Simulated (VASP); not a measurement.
# Tb (P6_3/mmc) in VASP: single point with PBE

Aim: the single point of Tb with PBE.

Everything below comes from runs of VASP 6.6.1. Logs are shortened: lines on timing, memory, paths and dates and some standing lists are left out, and cuts for length are marked.

## (1) The cell of the first run

The structure is hexagonal, space group P6_3/mmc (No. 194). The conventional cell has a = 3.604 Å, b = 3.604 Å, c = 5.781 Å, α = 90.00°, β = 90.00°, γ = 120.00°. Tb (site symmetry -6m2) has 12 Tb at 3.56 to 3.60 Å within 4.7 Å.

## (2) Single point, PBE, collinear spin, ferromagnetic start

File INCAR:

```
  ALGO = Normal
  EDIFF = 1E-7
  ENCUT = 520
  GGA = PE
  ISIF = 2
  ISMEAR = -1
  ISPIN = 2
  LASPH = T
  LCHARG = F
  LMAXMIX = 6
  LORBIT = 11
  LREAL = F
  LWAVE = F
  MAGMOM = 6 6
  NBANDS = 30
  NELM = 150
  PREC = Accurate
  SIGMA = 0.05
```

File KPOINTS:

```
k-points
0
Gamma
  11 11 6
```

File POSCAR:

```
Tb
1.0
    3.6040525810      0.0000000000      0.0000000000
   -1.8020262905      3.1212010917      0.0000000000
    0.0000000000      0.0000000000      5.7808184826
Tb
2
Direct
    0.3333333333      0.6666666667      0.2500000000
    0.6666666667      0.3333333333      0.7500000000
```

Potentials or basis: VASP PAW PBE potentials, release 64 (Tb).

Started as:

```
> cat potpaw_PBE.64/Tb/POTCAR > POTCAR
> mpirun -np 1 vasp_std > vasp.out
```

OUTCAR:

```text
EDIFF = 1E-7
   ENCUT = 520
   GGA = PE
   ISIF = 2
   ISMEAR = -1
   ISPIN = 2
   LASPH = T
   LORBIT = 11
   LREAL = F
   NELM = 150
   PREC = Accurate

 ion  position               nearest neighbor table
   1  0.333  0.667  0.250-
   2  0.667  0.333  0.750-

  LATTYP: Found a hexagonal cell.
 ALAT       =     3.6040525810
 C/A-ratio  =     1.6039772874

  Lattice vectors:

 A1 = (   3.6040525810,   0.0000000000,   0.0000000000)
 A2 = (  -1.8020262905,   3.1212010917,   0.0000000000)
 A3 = (   0.0000000000,   0.0000000000,   5.7808184826)

Analysis of symmetry for initial positions (statically):
=====================================================================
 Subroutine PRICEL returns:
 Original cell was already a primitive cell.

 Routine SETGRP: Setting up the symmetry group for a
 hexagonal supercell.

 Subroutine GETGRP returns: Found 24 space group operations
 (whereof 12 operations were pure point group operations)
 out of a pool of 24 trial point group operations.

The static configuration has the point symmetry D_3d.
 The point group associated with its full space group is D_6h.

Analysis of symmetry for dynamics (positions and initial velocities):
=====================================================================
 Subroutine PRICEL returns:
 Original cell was already a primitive cell.

 Routine SETGRP: Setting up the symmetry group for a
 hexagonal supercell.

 Subroutine GETGRP returns: Found 24 space group operations
 (whereof 12 operations were pure point group operations)
 out of a pool of 24 trial point group operations.

The dynamic configuration has the point symmetry D_3d.
 The point group associated with its full space group is D_6h.

Analysis of structural, dynamic, and magnetic symmetry:
=====================================================================
 Subroutine PRICEL returns:
 Original cell was already a primitive cell.

 Routine SETGRP: Setting up the symmetry group for a
 hexagonal supercell.

 Subroutine GETGRP returns: Found 24 space group operations
 (whereof 12 operations were pure point group operations)
 out of a pool of 24 trial point group operations.

The overall configuration has the point symmetry D_3d.
 The point group associated with its full space group is D_6h.

 Subroutine INISYM returns: Found 24 space group operations
 (whereof 12 operations are pure point group operations),
[... 115 lines left out ...]
     AMIX     =   0.40;   BMIX     =  1.00
     AMIX_MAG =   1.60;   BMIX_MAG =  1.00
  volume/ion in A,a.u.               =      32.51       219.42
  Fermi-wavevector in a.u.,A,eV,Ry     =   1.368680  2.586430 25.487594  1.873285
  Thomas-Fermi vector in A             =   2.494623
   LORBIT       =     11    0 simple, 1 ext, 2 COOP (PROOUT), +10 PAW based schemes
   GGA     = PE    functional components
   LHFCALC =     F    Hartree Fock is set to
   AEXX    =    0.0000 exact exchange contribution
   IVDW    =     0    specifies the selected vdW correction
   LEPSILON=     F    determine dielectric tensor
   LRPA    =     F    only Hartree local field effects (RPA)
 spin polarized calculation
  energy-cutoff  :      520.00
  volume of cell :       65.03
 maximum number of plane-waves:      1785
 NGX is ok and might be reduce to    28
   NGX = 13   NGY = 13   NGZ = 21

 number of electron      38.0000003 magnetization      12.1452081

 Free energy of the ion-electron system (eV)
  ---------------------------------------------------
  ext. energy  EPLUGINS =         0.00000000
  ---------------------------------------------------
  free energy    TOTEN  =       -19.03957290 eV

  energy without entropy =      -18.91803032  energy(sigma->0) =      -18.97880161

 E-fermi :   2.8313     XC(G=0): -10.0278

 val. band max:        2.8310702709   @ k =   0.2727   0.1818   0.1667
 cond. band min:       2.8315277301   @ k =   0.2727   0.0909   0.0000
 fundamental gap:      0.0004574593
 Fermi energy:         2.8313389665

 spin component 1

 k-point     1 :       0.0000    0.0000    0.0000
  band No.  band energies     occupation
      1     -43.2835      1.00000
      2     -43.2215      1.00000
      3     -20.2363      1.00000
      4     -19.6817      1.00000
      5     -19.6817      1.00000
      6     -19.5821      1.00000
[... 781 lines left out ...]
     29       5.0022      0.00000
     30       5.8401      0.00000

 [... further k-points ...]

 spin component 2

 k-point     1 :       0.0000    0.0000    0.0000
  band No.  band energies     occupation
      1     -40.6823      1.00000
      2     -40.6064      1.00000
      3     -18.4331      1.00000
      4     -17.7615      1.00000
      5     -17.7615      1.00000
      6     -17.6470      1.00000
[... 781 lines left out ...]
     29       5.8421      0.00000
     30       6.6765      0.00000

 [... further k-points ...]

------------------------ aborting loop because EDIFF is reached ----------------------------------------

  FORCE on cell =-STRESS in cart. coord.  units (eV):
  Direction    XX          YY          ZZ          XY          YZ          ZX
  --------------------------------------------------------------------------------------
  -------------------------------------------------------------------------------------
  Total        0.2062556      0.2062556      0.0790969      0.0000000      0.0000000      0.0000000
  in kB        5.0817593      5.0817593      1.9488021      0.0000000      0.0000000      0.0000000
  external PRESSURE =       4.0374402 kB  Pullay stress =       0.0000000 kB

 VOLUME and BASIS-vectors are now :
 -----------------------------------------------------------------------------
  energy-cutoff  :      520.00
  volume of cell :       65.03
      direct lattice vectors                 reciprocal lattice vectors
     3.604052581  0.000000000  0.000000000     0.277465430  0.160194741  0.000000000
    -1.802026290  3.121201092  0.000000000     0.000000000  0.320389482  0.000000000
     0.000000000  0.000000000  5.780818483     0.000000000  0.000000000  0.172985885

 POSITION                                       TOTAL-FORCE (eV/Angst)
 -----------------------------------------------------------------------------------
     -0.00000      2.08080      1.44520        -0.000000      0.000000      0.000000
      1.80203      1.04040      4.33561         0.000000     -0.000000      0.000000
 -----------------------------------------------------------------------------------
    total drift:                               -0.000000      0.000000     -0.000000

  FREE ENERGIE OF THE ION-ELECTRON SYSTEM (eV)
  ---------------------------------------------------
  free  energy   TOTEN  =       -19.0395728992 eV

  energy  without entropy=      -18.9180303191  energy(sigma->0) =      -18.97880161

 total charge

# of ion       s       p       d       f       tot
--------------------------------------------------
    1        2.086   5.600   0.503   8.122  16.311
    2        2.086   5.600   0.503   8.122  16.311
--------------------------------------------------
tot          4.172  11.200   1.005  16.245  32.622

 magnetization (x)

# of ion       s       p       d       f       tot
--------------------------------------------------
    1        0.002  -0.039   0.110   5.675   5.748
    2        0.002  -0.039   0.110   5.675   5.748
--------------------------------------------------
tot          0.003  -0.078   0.221  11.349  11.496
```

OSZICAR:

```text
N       E                     dE             d eps       ncg     rms          rms(c)
DAV:   1     0.268064977241E+03    0.26806E+03   -0.13035E+04 10606   0.601E+03
DAV:   2     0.425032041909E+02   -0.22556E+03   -0.20296E+03 10714   0.426E+02
[... 12 lines left out ...]
DAV:  69    -0.190395734725E+02   -0.32209E-06   -0.15879E-07  6800   0.592E-03    0.221E-02
DAV:  70    -0.190395731803E+02    0.29225E-06   -0.17589E-07  6590   0.737E-03    0.175E-02
DAV:  71    -0.190395729115E+02    0.26878E-06   -0.41517E-07  7034   0.131E-02    0.137E-02
DAV:  72    -0.190395723772E+02    0.53436E-06   -0.65106E-08  5458   0.801E-03    0.116E-02
DAV:  73    -0.190395726215E+02   -0.24438E-06   -0.42345E-08  4730   0.387E-03    0.120E-02
DAV:  74    -0.190395728493E+02   -0.22778E-06   -0.41515E-08  4756   0.326E-03    0.108E-02
DAV:  75    -0.190395728992E+02   -0.49934E-07   -0.22543E-08  4506   0.269E-03
   1 F= -.19039573E+02 E0= -.18978802E+02  d E =-.121543E+00  mag=    12.1449
```

Run time: 22 min. Hardware: 1 thread of Intel Xeon Platinum 8488C (Sapphire Rapids), shared host; peak memory 0.37 GiB.

Results:

```
Free energy                                           : -19.0396 eV
Pressure                                              : 0.4 GPa
Net moment                                            : 12.15 μB per cell
Site moments                                          : Tb +5.75 μB
Valence electrons inside the program's atomic spheres : Tb 16.31
```

Levels at points of the mesh, in eV from the Fermi level:
Spin up:
| k point | band 21 | band 22 | band 23 | band 24 | band 25 | band 26 | band 27 | band 28 | band 29 | band 30 |
| --- | --- | --- | --- | --- | --- | --- | --- | --- | --- | --- |
| (0.00, 0.00, 0.00) | -3.65 | -3.57 | -3.47 | -2.21 | 1.11 | 1.75 | 1.75 | 1.93 | 2.39 | 2.39 |
| (0.00, 0.00, 0.50) | -3.56 | -3.56 | -3.47 | -3.47 | 0.87 | 0.87 | 1.68 | 1.68 | 1.68 | 1.68 |
Spin down:
```
           k point  band 10  band 11  band 12  band 13  band 14  band 15
(0.00, 0.00, 0.00)    -1.65    -0.17    -0.05     0.15     0.15     0.26
(0.00, 0.00, 0.50)    -2.93    -0.19    -0.19     0.15     0.15     0.29
```

Caveat: the magnetic or orbital state may not be the lowest; spin-orbit coupling is left out, which moves the levels of the heavy elements; semilocal functionals describe open f shells poorly, which spoils levels, moments and volumes. The state reached can hang on the start; a lower one may exist.
